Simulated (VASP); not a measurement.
# C (R-3m) in VASP: notebook

C is run at these levels: LDA; tasks: single point.

Everything below comes from runs of VASP 6.6.1. Logs are shortened: lines on timing, memory, paths and dates and some standing lists are left out, and cuts for length are marked.

### Step 1. The cell of the first run

The structure is trigonal, space group R-3m (No. 166). Conventional cell: a = 2.460 Å, b = 2.460 Å, c = 6.172 Å, α = 90.00°, β = 90.00°, γ = 120.00°. Within 2.0 Å of C (site symmetry 3m) lie 4 C at 1.51 to 1.54 Å.

### Step 2. Single point, LDA (strained cell)

File INCAR:

```
SYSTEM = C
ALGO = Normal ; EDIFF = 1E-6
ENCUT = 600 ; GGA_COMPAT = .FALSE.
ISIF = 2 ; ISMEAR = 0
LASPH = .TRUE. ; LCHARG = .TRUE.
LELF = .TRUE. ; LREAL = .FALSE.
LVHAR = .TRUE. ; LWAVE = .FALSE.
NBANDS = 11 ; NELM = 120
PREC = Accurate ; SIGMA = 0.02
```

File KPOINTS:

```
k-points
0
G
  9 9 9
  0 0 0
```

File POSCAR:

```
C
1.0
    0.0282519591      1.7675131917      1.7675131917
    1.7675131917      0.0282519591      1.7675131917
    1.7675131917      1.7675131917      0.0282519591
C
2
Direct
    0.0002423061      0.0002423061      0.0002423061
    0.2497576939      0.2497576939      0.2497576939
```

Potentials or basis: VASP PAW LDA potentials, release 64 (C).

The run is started by

```sh
> cat potpaw_LDA.64/C/POTCAR > POTCAR
> mpirun -np 1 vasp_std > vasp.out
```

OUTCAR:

```text
SYSTEM = C
   EDIFF = 1E-6
   ENCUT = 600
   ISIF = 2
   ISMEAR = 0
   LASPH = .TRUE.
   LREAL = .FALSE.
   NELM = 120
   PREC = Accurate

 ion  position               nearest neighbor table
   1  0.000  0.000  0.000-   2 1.51   2 1.51   2 1.51   2 1.54
   2  0.250  0.250  0.250-   1 1.51   1 1.51   1 1.51   1 1.54

  LATTYP: Found a trigonal (rhomboedric) cell.
 ALAT       =     2.4998007798
 COS(alpha) =     0.5159181103

  Lattice vectors:

 A1 = (   0.0282519591,   1.7675131917,   1.7675131917)
 A2 = (   1.7675131917,   0.0282519591,   1.7675131917)
 A3 = (   1.7675131917,   1.7675131917,   0.0282519591)

Analysis of symmetry for initial positions (statically):
=====================================================================
 Subroutine PRICEL returns:
 Original cell was already a primitive cell.

 Routine SETGRP: Setting up the symmetry group for a
 trigonal (rhombohedral) supercell.

 Subroutine GETGRP returns: Found 12 space group operations
 (whereof  6 operations were pure point group operations)
 out of a pool of 12 trial point group operations.

The static configuration has the point symmetry C_3v.
 The point group associated with its full space group is D_3d.

Analysis of symmetry for dynamics (positions and initial velocities):
=====================================================================
 Subroutine PRICEL returns:
 Original cell was already a primitive cell.

 Routine SETGRP: Setting up the symmetry group for a
 trigonal (rhombohedral) supercell.

 Subroutine GETGRP returns: Found 12 space group operations
 (whereof  6 operations were pure point group operations)
 out of a pool of 12 trial point group operations.

The dynamic configuration has the point symmetry C_3v.
 The point group associated with its full space group is D_3d.

 Subroutine INISYM returns: Found 12 space group operations
 (whereof  6 operations are pure point group operations),
 and found     1 'primitive' translations

----------------------------------------------------------------------------------------

                                     Primitive cell

  volume of cell :      10.7790

  direct lattice vectors                    reciprocal lattice vectors
     0.028251959  1.767513192  1.767513192    -0.289757692  0.285199066  0.285199066
     1.767513192  0.028251959  1.767513192     0.285199066 -0.289757692  0.285199066
     1.767513192  1.767513192  0.028251959     0.285199066  0.285199066 -0.289757692

  length of vectors
[... 90 lines left out ...]
   POTIM  = 0.5000    time-step for ionic-motion
   TEBEG  =    0.0;   TEEND  =   0.0 temperature during run
   PSTRESS=    0.0 pullay stress
   NELECT =       8.0000    total number of electrons
   NUPDOWN=      -1.0000    fix difference up-down
   EMIN   =  10.00;   EMAX   =-10.00  energy-range for DOS
   EFERMI =   0.00;   METHOD = LEGACY
   ISMEAR =     0;   SIGMA  =   0.02  broadening in eV -4-tet -1-fermi 0-gaus
   EFERMI_NEDOS =   21; number of points for ismear=-14 and -15
   IALGO  =     38    algorithm
   IMIX   =      4    mixing-type and parameters
     AMIX     =   0.40;   BMIX     =  1.00
     AMIX_MAG =   1.60;   BMIX_MAG =  1.00
  volume/ion in A,a.u.               =       5.39        36.37
  Fermi-wavevector in a.u.,A,eV,Ry     =   1.482217  2.800983 29.891541  2.196966
  Thomas-Fermi vector in A             =   2.596030
   LORBIT       =      0    0 simple, 1 ext, 2 COOP (PROOUT), +10 PAW based schemes
   GGA     = CA    functional components
   LHFCALC =     F    Hartree Fock is set to
   AEXX    =    0.0000 exact exchange contribution
   IVDW    =     0    specifies the selected vdW correction
   LEPSILON=     F    determine dielectric tensor
   LRPA    =     F    only Hartree local field effects (RPA)
 non-spin polarized calculation
 Gauss-broadening in eV      SIGMA  =   0.02
  energy-cutoff  :      600.00
  volume of cell :       10.78
 maximum number of plane-waves:       369
   NGX =  9   NGY =  9   NGZ =  9

 number of electron       7.9999999 magnetization

 Free energy of the ion-electron system (eV)
  ---------------------------------------------------
  ext. energy  EPLUGINS =         0.00000000
  ---------------------------------------------------
  free energy    TOTEN  =       -20.22554400 eV

  energy without entropy =      -20.22554400  energy(sigma->0) =      -20.22554400

 E-fermi :  10.7145     XC(G=0): -13.7480

 val. band max:       10.5225973827   @ k =   0.0000   0.0000   0.0000
 cond. band min:      14.7165545427   @ k =   0.3333   0.3333   0.0000
 fundamental gap:      4.1939571600
 Fermi energy:        10.7144637861

 k-point     1 :       0.0000    0.0000    0.0000
  band No.  band energies     occupation
      1     -11.5288      2.00000
      2      10.3987      2.00000
      3      10.5226      2.00000
      4      10.5226      2.00000
      5      15.6772      0.00000
      6      16.4036      0.00000
      7      16.4036      0.00000
      8      25.2692      0.00000
      9      30.1879      0.00000
     10      37.7050      0.00000
     11      37.7050      0.00000
[... 309 lines left out ...]
 k-point    24 :       0.4444    0.4444    0.0000
  band No.  band energies     occupation
      1      -4.2818      2.00000
      2      -0.5971      2.00000
      3       3.8259      2.00000
      4       4.1755      2.00000
      5      14.8073      0.00000
      6      16.0833      0.00000
      7      27.4720      0.00000
      8      27.4737      0.00000
      9      34.0019      0.00000
     10      34.5948      0.00000
     11      43.9249      0.00000

 [... further k-points ...]

------------------------ aborting loop because EDIFF is reached ----------------------------------------

  FORCE on cell =-STRESS in cart. coord.  units (eV):
  Direction    XX          YY          ZZ          XY          YZ          ZX
  --------------------------------------------------------------------------------------
  -------------------------------------------------------------------------------------
  Total        0.7830415      0.7830415      0.7830415     -0.6690831     -0.6690831     -0.6690831
  in kB      116.3900840    116.3900840    116.3900840    -99.4514803    -99.4514803    -99.4514803
  external PRESSURE =     116.3900840 kB  Pullay stress =       0.0000000 kB

 VOLUME and BASIS-vectors are now :
 -----------------------------------------------------------------------------
  energy-cutoff  :      600.00
  volume of cell :       10.78
      direct lattice vectors                 reciprocal lattice vectors
     0.028251959  1.767513192  1.767513192    -0.289757692  0.285199066  0.285199066
     1.767513192  0.028251959  1.767513192     0.285199066 -0.289757692  0.285199066
     1.767513192  1.767513192  0.028251959     0.285199066  0.285199066 -0.289757692

 POSITION                                       TOTAL-FORCE (eV/Angst)
 -----------------------------------------------------------------------------------
      0.00086      0.00086      0.00086         0.005085      0.005085      0.005085
      0.88996      0.88996      0.88996        -0.005085     -0.005085     -0.005085
 -----------------------------------------------------------------------------------
    total drift:                               -0.000000     -0.000000     -0.000000

  FREE ENERGIE OF THE ION-ELECTRON SYSTEM (eV)
  ---------------------------------------------------
  free  energy   TOTEN  =       -20.2255440011 eV

  energy  without entropy=      -20.2255440011  energy(sigma->0) =      -20.22554400
```

OSZICAR:

```text
N       E                     dE             d eps       ncg     rms          rms(c)
DAV:   1     0.168498514136E+00    0.16850E+00   -0.52910E+03  1929   0.811E+02
DAV:   2    -0.207579758024E+02   -0.20926E+02   -0.20129E+02  2495   0.134E+02
DAV:   3    -0.211444047546E+02   -0.38643E+00   -0.38528E+00  2220   0.142E+01
DAV:   4    -0.211451354961E+02   -0.73074E-03   -0.73071E-03  1983   0.737E-01
DAV:   5    -0.211451364745E+02   -0.97838E-06   -0.97838E-06  2175   0.259E-02    0.606E+00
DAV:   6    -0.204622248652E+02    0.68291E+00   -0.36698E-01  1921   0.425E+00    0.351E+00
DAV:   7    -0.202256087532E+02    0.23662E+00   -0.43352E-01  2050   0.463E+00    0.785E-01
DAV:   8    -0.202255595318E+02    0.49221E-04   -0.10521E-02  1990   0.859E-01    0.310E-02
DAV:   9    -0.202255423416E+02    0.17190E-04   -0.43190E-05  2080   0.519E-02    0.215E-02
DAV:  10    -0.202255440395E+02   -0.16979E-05   -0.25788E-06  2075   0.135E-02    0.527E-03
DAV:  11    -0.202255440011E+02    0.38395E-07   -0.13169E-07  1030   0.293E-03
   1 F= -.20225544E+02 E0= -.20225544E+02  d E =-.332549E-44
```

stdout:

```text
POSCAR found type information on POSCAR C
 POSCAR found :  1 types and       2 ions
 scaLAPACK will be used
 LDA part: xc-table for (Slater(with rela. corr.)+CA(PZ))
 , standard interpolation
 POSCAR, INCAR and KPOINTS ok, starting setup
 FFT: planning ... GRIDC
 FFT: planning ... GRID_SOFT
 FFT: planning ... GRID
 WAVECAR not read
 entering main loop
```

Wall time 14 s (1 thread of Intel Xeon Platinum 8259CL at 2.50GHz (Skylake/Cascade Lake), shared host); peak memory 0.12 GiB.

Results:

| Quantity | Value |
| --- | --- |
| Free energy | -20.2255 eV |
| Pressure | 11.6 GPa |
| Largest force | 0.009 eV/Å |
| Band gap on the k mesh | 4.19 eV (least direct gap 5.15 eV) |

Forces in eV/Å, atoms in the order of the input:
```
C    0.005  0.005  0.005
C   -0.005 -0.005 -0.005
```

Stress tensor (GPa, compression positive):
```
11.64 -9.95 -9.95
-9.95 11.64 -9.95
-9.95 -9.95 11.64
```

Caveat: the cell differs from its parent crystal (strained cell); the cell stands under pressure; an odd mesh through Γ misses points on the zone boundary, where band edges can lie.

### Step 3. Single point, LDA (strained cell)

File INCAR:

```
SYSTEM = C
  PREC = Accurate
  ENCUT = 600
  EDIFF = 1E-6
  ISMEAR = 0
  SIGMA = 0.02
  LREAL = .False.
  LASPH = .True.
  NELM = 120
  ALGO = Normal
  ISIF = 2
  LWAVE = .False.
  LCHARG = .False.
  GGA = CA
  NBANDS = 11
  GGA_COMPAT = .False.
```

File KPOINTS:

```
regular mesh
0
Gamma
  9 9 9
  0 0 0
```

File POSCAR:

```
C
1.0
   -0.0070629898      1.7321982429      1.7321982429
    1.7321982429     -0.0070629898      1.7321982429
    1.7321982429      1.7321982429     -0.0070629898
C
2
Direct
   -0.0001005299     -0.0001005299     -0.0001005299
    0.2501005299      0.2501005299      0.2501005299
```

Potentials or basis: VASP PAW LDA potentials, release 64 (C).

The run is started by

```sh
> cat potpaw_LDA.64/C/POTCAR > POTCAR
> mpirun -np 1 vasp_std > vasp.out
```

Run time: 11 s. Hardware: 1 thread of Intel Xeon Platinum 8259CL at 2.50GHz (Skylake/Cascade Lake), shared host; peak memory 0.12 GiB.

It converged, with:

- Free energy: -20.2002 eV
- Pressure: 27.6 GPa
- Band gap on the k mesh: 4.30 eV (least direct gap 5.69 eV)

Forces in eV/Å, atoms in the order of the input:
```
C   -0.002 -0.002 -0.002
C    0.002  0.002  0.002
```

Stress tensor (GPa, compression positive):
```
27.56  2.71  2.71
 2.71 27.56  2.71
 2.71  2.71 27.56
```

Levels at points of the mesh, in eV from the valence-band top:
| k point | band 1 | band 2 | band 3 | band 4 | band 5 | band 6 | band 7 | band 8 |
| --- | --- | --- | --- | --- | --- | --- | --- | --- |
| (0.00, 0.00, 0.00) | -22.46 | -0.04 | -0.04 | 0.00 | 5.69 | 5.69 | 5.86 | 15.44 |

Caveat: the cell differs from its parent crystal (strained cell); the cell stands under pressure; an odd mesh through Γ misses points on the zone boundary, where band edges can lie.

### Step 4. Single point, LDA (strained cell)

File INCAR:

```
PREC = Accurate
ENCUT = 600
EDIFF = 1E-6
ISMEAR = 0
SIGMA = 0.02
LREAL = F
LASPH = T
NELM = 120
ALGO = Normal
ISIF = 2
LWAVE = F
LCHARG = F
GGA = CA
NBANDS = 11
GGA_COMPAT = F
```

File KPOINTS:

```
Automatic mesh
0
Gamma
  9 9 9
```

File POSCAR:

```
C
1.0
    0.0203326477      1.7595938803      1.7595938803
    1.7595938803      0.0203326477      1.7595938803
    1.7595938803      1.7595938803      0.0203326477
C
2
Direct
    0.0002018756      0.0002018756      0.0002018756
    0.2497981244      0.2497981244      0.2497981244
```

The run is started by

```sh
> cat potpaw_LDA.64/C/POTCAR > POTCAR
> mpirun -np 1 vasp_std > vasp.out
```

Wall time 13 s (1 thread of Intel Xeon Platinum 8259CL at 2.50GHz (Skylake/Cascade Lake), shared host); peak memory 0.12 GiB.

Results (log left out):

```
Free energy            : -20.2269 eV
Pressure               : 14.9 GPa
Largest force          : 0.006 eV/Å
Band gap on the k mesh : 4.23 eV (least direct gap 5.33 eV)
```

Forces on the atoms (eV/Å):
```
C    0.004  0.004  0.004
C   -0.004 -0.004 -0.004
```

Stress tensor (GPa, compression positive):
```
14.94 -7.30 -7.30
-7.30 14.94 -7.30
-7.30 -7.30 14.94
```

Levels at points of the mesh, in eV from the valence-band top:
| k point | band 1 | band 2 | band 3 | band 4 | band 5 | band 6 | band 7 | band 8 |
| --- | --- | --- | --- | --- | --- | --- | --- | --- |
| (0.00, 0.00, 0.00) | -22.13 | -0.10 | 0.00 | 0.00 | 5.33 | 5.84 | 5.84 | 14.89 |

Caveat: the cell differs from its parent crystal (strained cell); the cell stands under pressure; an odd mesh through Γ misses points on the zone boundary, where band edges can lie.

(Part 1 of 2 ends here.)
